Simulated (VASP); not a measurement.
# Cu (P6_3/mmc) in VASP: a series of runs

Cu is run at these levels: HSE06; tasks: single point.

Program: VASP 6.6.1. These are calculated values, not measurements. Logs are shortened: lines on timing, memory, paths and dates and some standing lists are left out, and cuts for length are marked.

## 1. The cell of the first run

Symmetry: P6_3/mmc, No. 194, hexagonal system. The conventional cell has a = 2.584 Å, b = 2.584 Å, c = 4.193 Å, α = 90.00°, β = 90.00°, γ = 120.00°. Within 3.4 Å of Cu (site symmetry -6m2) lie 12 Cu at 2.57 to 2.58 Å.

This isn't the form of Cu at room conditions, which is fcc.

## 2. Single point, HSE06

Input file POSCAR:

```
Cu
1.0
    2.5837974578      0.0000000000      0.0000000000
   -1.2918987289      2.2376342367      0.0000000000
    0.0000000000      0.0000000000      4.1932301247
Cu
2
Direct
    0.6666666667      0.3333333333      0.7500000000
    0.3333333333      0.6666666667      0.2500000000
```

Input file INCAR.step1:

```
PREC = Accurate
ENCUT = 520
EDIFF = 1E-5
ISMEAR = -1
SIGMA = 0.05
LREAL = F
LASPH = T
NELM = 80
ALGO = Normal
ISIF = 2
LWAVE = T
LCHARG = F
NBANDS = 18
GGA = PE
```

Input file INCAR.step2:

```
PREC = Accurate
ENCUT = 520
EDIFF = 1E-6
ISMEAR = -1
SIGMA = 0.05
LREAL = F
LASPH = T
NELM = 80
ALGO = Normal
ISIF = 2
LWAVE = F
LCHARG = F
GGA = PE
LHFCALC = T
HFSCREEN = 0.2079
PRECFOCK = Normal
NBANDS = 18
ISTART = 1
```

Input file KPOINTS:

```
regular mesh
0
Gamma
  8 8 4
```

Potentials or basis: VASP PAW PBE potentials, release 64 (Cu).

Run with:

```
$ cat potpaw_PBE.64/Cu/POTCAR > POTCAR
$ cp INCAR.step1 INCAR
$ mpirun -np 1 vasp_std > vasp.out
$ cp INCAR.step2 INCAR
$ mpirun -np 1 vasp_std > vasp.out
```

OUTCAR:

```text
PREC = Accurate
   ENCUT = 520
   EDIFF = 1E-6
   ISMEAR = -1
   LREAL = F
   LASPH = T
   NELM = 80
   ISIF = 2
   GGA = PE
   LHFCALC = T
   HFSCREEN = 0.2079
   PRECFOCK = Normal
   ISTART = 1

 ion  position               nearest neighbor table
   1  0.667  0.333  0.750-   2 2.57   2 2.57   2 2.57   2 2.57   2 2.57   2 2.57
   2  0.333  0.667  0.250-   1 2.57   1 2.57   1 2.57   1 2.57   1 2.57   1 2.57

  LATTYP: Found a hexagonal cell.
 ALAT       =     2.5837974578
 C/A-ratio  =     1.6228942838

  Lattice vectors:

 A1 = (   2.5837974578,   0.0000000000,   0.0000000000)
 A2 = (  -1.2918987289,   2.2376342367,   0.0000000000)
 A3 = (   0.0000000000,   0.0000000000,   4.1932301247)

Analysis of symmetry for initial positions (statically):
=====================================================================
 Subroutine PRICEL returns:
 Original cell was already a primitive cell.

 Routine SETGRP: Setting up the symmetry group for a
 hexagonal supercell.

 Subroutine GETGRP returns: Found 24 space group operations
 (whereof 12 operations were pure point group operations)
 out of a pool of 24 trial point group operations.

The static configuration has the point symmetry D_3d.
 The point group associated with its full space group is D_6h.

Analysis of symmetry for dynamics (positions and initial velocities):
=====================================================================
 Subroutine PRICEL returns:
 Original cell was already a primitive cell.

 Routine SETGRP: Setting up the symmetry group for a
 hexagonal supercell.

 Subroutine GETGRP returns: Found 24 space group operations
 (whereof 12 operations were pure point group operations)
 out of a pool of 24 trial point group operations.

The dynamic configuration has the point symmetry D_3d.
 The point group associated with its full space group is D_6h.

 Subroutine INISYM returns: Found 24 space group operations
 (whereof 12 operations are pure point group operations),
 and found     1 'primitive' translations

----------------------------------------------------------------------------------------

                                     Primitive cell

  volume of cell :      24.2436

  direct lattice vectors                    reciprocal lattice vectors
     2.583797458  0.000000000  0.000000000     0.387027240  0.223450281  0.000000000
    -1.291898729  2.237634237  0.000000000     0.000000000  0.446900563  0.000000000
     0.000000000  0.000000000  4.193230125     0.000000000  0.000000000  0.238479637

  length of vectors
     2.583797458  2.583797458  4.193230125     0.446900563  0.446900563  0.238479637

  position of ions in fractional coordinates (direct lattice)
     0.666666667  0.333333333  0.750000000
     0.333333333  0.666666667  0.250000000

  ion indices of the primitive-cell ions
   primitive index   ion index
                 1           1
                 2           2

----------------------------------------------------------------------------------------

 KPOINTS: regular mesh

Automatic generation of k-mesh.
 Grid dimensions read from file:
 generate k-points for:    8    8    4

 Generating k-lattice:

  Cartesian coordinates                     Fractional coordinates (reciprocal lattice)
     0.048378405  0.027931285  0.000000000     0.125000000 -0.000000000  0.000000000
     0.000000000  0.055862570  0.000000000     0.000000000  0.125000000  0.000000000
     0.000000000  0.000000000  0.059619909     0.000000000  0.000000000  0.250000000

  Length of vectors
     0.055862570  0.055862570  0.059619909

  Shift w.r.t. Gamma in fractional coordinates (k-lattice)
     0.000000000  0.000000000  0.000000000

 Subroutine IBZKPT returns following result:
 ===========================================

 Found     30 irreducible k-points:

 Following reciprocal coordinates:
            Coordinates               Weight
  0.000000  0.000000  0.000000      1.000000
  0.125000  0.000000  0.000000      6.000000
  0.250000  0.000000  0.000000      6.000000
  0.375000  0.000000  0.000000      6.000000
  0.500000  0.000000  0.000000      3.000000
  0.125000  0.125000  0.000000      6.000000
[... 16 lines left out ...]
  0.250000  0.000000  0.500000      6.000000
  0.375000  0.000000  0.500000      6.000000
 [... further k-points ...]
   k-points           NKPTS =     30   k-points in BZ     NKDIM =    256   number of bands    NBANDS=     18
   number of dos      NEDOS =    301   number of ions     NIONS =      2
   total plane-waves  NPLWV =  12800
   dimension x,y,z NGX =    20 NGY =   20 NGZ =   32
   dimension x,y,z NGXF=    40 NGYF=   40 NGZF=   64
   ions per type =               2
   NGX,Y,Z   is equivalent  to a cutoff of  12.87, 12.87, 12.69 a.u.
   NGXF,Y,Z  is equivalent  to a cutoff of  25.74, 25.74, 25.37 a.u.
 SYSTEM =  unknown system
   PREC   = accura    normal or accurate (medium, high low for compatibility)
   ISTART =      1    job   : 0-new  1-cont  2-samecut
   ICHARG =      0    charge: 1-file 2-atom 10-const
   ISPIN  =      1    spin polarized calculation?
   LNONCOLLINEAR =      F non collinear calculations
   LSORBIT =      F    spin-orbit coupling
   LASPH  =      T    aspherical Exc in radial PAW
   ENCUT  =  520.0 eV  38.22 Ry    6.18 a.u.   4.80  4.80  7.80*2*pi/ulx,y,z
   NELM   =     80;   NELMIN=  2; NELMDL=  0     # of ELM steps
   EDIFF  = 0.1E-05   stopping-criterion for ELM
   LREAL  =      F    real-space projection
   EDIFFG = 0.1E-04   stopping-criterion for IOM
   NSW    =      0    number of steps for IOM
   IBRION =     -1    ionic relax: 0-MD 1-quasi-New 2-CG
   NFREE  =      0    steps in history (QN), initial steepest desc. (CG)
   ISIF   =      2    stress and relaxation
   ISYM   =      3    0-nonsym 1-usesym 2-fastsym
   POTIM  = 0.5000    time-step for ionic-motion
   TEBEG  =    0.0;   TEEND  =   0.0 temperature during run
   PSTRESS=    0.0 pullay stress
   NELECT =      22.0000    total number of electrons
   NUPDOWN=      -1.0000    fix difference up-down
   EMIN   =  10.00;   EMAX   =-10.00  energy-range for DOS
   EFERMI =   0.00;   METHOD = LEGACY
   ISMEAR =    -1;   SIGMA  =   0.05  broadening in eV -4-tet -1-fermi 0-gaus
   EFERMI_NEDOS =   21; number of points for ismear=-14 and -15
   IALGO  =     38    algorithm
   IMIX   =      1    mixing-type and parameters
     AMIX     =   0.40;   BMIX     =  1.00
     AMIX_MAG =   1.60;   BMIX_MAG =  1.00
  volume/ion in A,a.u.               =      12.12        81.80
  Fermi-wavevector in a.u.,A,eV,Ry     =   1.584955  2.995131 34.178961  2.512083
  Thomas-Fermi vector in A             =   2.684494
   LORBIT       =      0    0 simple, 1 ext, 2 COOP (PROOUT), +10 PAW based schemes
   GGA     = PE    functional components
   LHFCALC =     T    Hartree Fock is set to
   PRECFOCK=normal    Normal, Fast or Accurate (Low or Medium for compatibility)
   ENCUT4O =  -1.0   cutoff for four orbital integrals eV
   NKREDX  =     1    reduce k-point grid by
   NKREDY  =     1    reduce k-point grid by
   NKREDZ  =     1    reduce k-point grid by
   AEXX    =    0.2500 exact exchange contribution
   HFSCREEN=    0.2079 screening length (either q_TF or 0.3 A-1)
   HFSCREENC=   0.2079 screening length for correlation (either q_TF or 0.3 A-1)
   ENCUTFOCK=  -1.0 apply spherical cutoff to Coloumb kernel
   IVDW    =     0    specifies the selected vdW correction
   LEPSILON=     F    determine dielectric tensor
   LRPA    =     F    only Hartree local field effects (RPA)
 non-spin polarized calculation
  energy-cutoff  :      520.00
  volume of cell :       24.24
 maximum number of plane-waves:       671
 NGX is ok and might be reduce to    20
  NGX = 16; NGY = 16; NGZ = 24

 number of electron      22.0000017 magnetization

 Free energy of the ion-electron system (eV)
  ---------------------------------------------------
  ext. energy  EPLUGINS =         0.00000000
  ---------------------------------------------------
  free energy    TOTEN  =        -7.24609592 eV

  energy without entropy =       -7.23593856  energy(sigma->0) =       -7.24101724

 E-fermi :   6.6817     XC(G=0): -10.1898

 val. band max:        6.6283656202   @ k =   0.3750   0.1250   0.2500
 cond. band min:       6.8161693329   @ k =   0.5000   0.0000   0.0000
 fundamental gap:      0.1878037127
 Fermi energy:         6.6816812421

 k-point     1 :       0.0000    0.0000    0.0000
  band No.  band energies     occupation
      1      -3.0879      2.00000
      2       0.7777      2.00000
      3       2.6929      2.00000
      4       2.7300      2.00000
      5       2.7300      2.00000
      6       2.9399      2.00000
[... 10 lines left out ...]
     17      31.5050      0.00000
     18      31.5050      0.00000

 k-point     2 :       0.1250    0.0000    0.0000
  band No.  band energies     occupation
      1      -2.5359      2.00000
      2       1.0397      2.00000
      3       2.4649      2.00000
      4       2.8393      2.00000
      5       2.9234      2.00000
      6       2.9425      2.00000
[... 10 lines left out ...]
     17      31.5572      0.00000
     18      32.8220      0.00000

 k-point     3 :       0.2500    0.0000    0.0000
  band No.  band energies     occupation
      1      -1.0091      2.00000
      2       1.4347      2.00000
      3       2.1150      2.00000
      4       2.2950      2.00000
      5       2.7403      2.00000
      6       2.8724      2.00000
[... 10 lines left out ...]
     17      26.4201      0.00000
     18      28.7558      0.00000

 k-point     4 :       0.3750    0.0000    0.0000
  band No.  band energies     occupation
      1       0.6397      2.00000
      2       1.3067      2.00000
      3       1.5511      2.00000
      4       2.6607      2.00000
      5       2.6819      2.00000
      6       2.8915      2.00000
[... 375 lines left out ...]
      4       2.3127      2.00000
      5       2.7051      2.00000
      6       2.7051      2.00000
[... 10 lines left out ...]
     17      29.3158      0.00000
     18      29.3158      0.00000

 k-point    23 :       0.2500    0.0000    0.5000
  band No.  band energies     occupation
      1       0.6700      2.00000
      2       0.6700      2.00000
      3       2.1079      2.00000
      4       2.1079      2.00000
      5       2.7941      2.00000
      6       2.7941      2.00000
[... 10 lines left out ...]
     17      26.6566      0.00000
     18      26.6566      0.00000

 k-point    24 :       0.3750    0.0000    0.5000
  band No.  band energies     occupation
      1       0.9614      2.00000
      2       0.9614      2.00000
      3       1.9542      2.00000
      4       1.9542      2.00000
      5       3.3089      2.00000
      6       3.3089      2.00000
[... 10 lines left out ...]
     17      24.8360      0.00000
     18      24.8360      0.00000

 [... further k-points ...]
[... 5 lines left out ...]
  --------------------------------------------------------------------------------------
  -------------------------------------------------------------------------------------
  Total        0.0370674      0.0370674     -0.2403255     -0.0000000      0.0000000      0.0000000
  in kB        2.4496650      2.4496650    -15.8823283     -0.0000000      0.0000000      0.0000000
  external PRESSURE =      -3.6609994 kB  Pullay stress =       0.0000000 kB

 VOLUME and BASIS-vectors are now :
 -----------------------------------------------------------------------------
  energy-cutoff  :      520.00
  volume of cell :       24.24
      direct lattice vectors                 reciprocal lattice vectors
     2.583797458  0.000000000  0.000000000     0.387027240  0.223450281  0.000000000
    -1.291898729  2.237634237  0.000000000     0.000000000  0.446900563  0.000000000
     0.000000000  0.000000000  4.193230125     0.000000000  0.000000000  0.238479637

 POSITION                                       TOTAL-FORCE (eV/Angst)
 -----------------------------------------------------------------------------------
      1.29190      0.74588      3.14492         0.000000     -0.000000      0.000000
     -0.00000      1.49176      1.04831        -0.000000      0.000000     -0.000000
 -----------------------------------------------------------------------------------
    total drift:                               -0.000000     -0.000000     -0.000000

  FREE ENERGIE OF THE ION-ELECTRON SYSTEM (eV)
  ---------------------------------------------------
  free  energy   TOTEN  =        -7.2460959238 eV

  energy  without entropy=       -7.2359385610  energy(sigma->0) =       -7.24101724
```

It took 1.5 h on 1 thread of Intel Xeon Platinum 8259CL at 2.50GHz (Skylake/Cascade Lake), shared host; peak memory 0.25 GiB.

Results:

```yaml
Free_energy: -7.2461 eV
Pressure: -0.4 GPa
Band_gap_on_the_k_mesh: zero (bands 11 and 12 overlap by 6.73 eV)
```

Caveat: the k points lie up to 0.37 Å⁻¹ apart, too coarse for converged energies and pressures of a metal; the PAW data sets were made with another functional, which shifts forces and pressure a little.

(Part 1 of 2 ends here.)
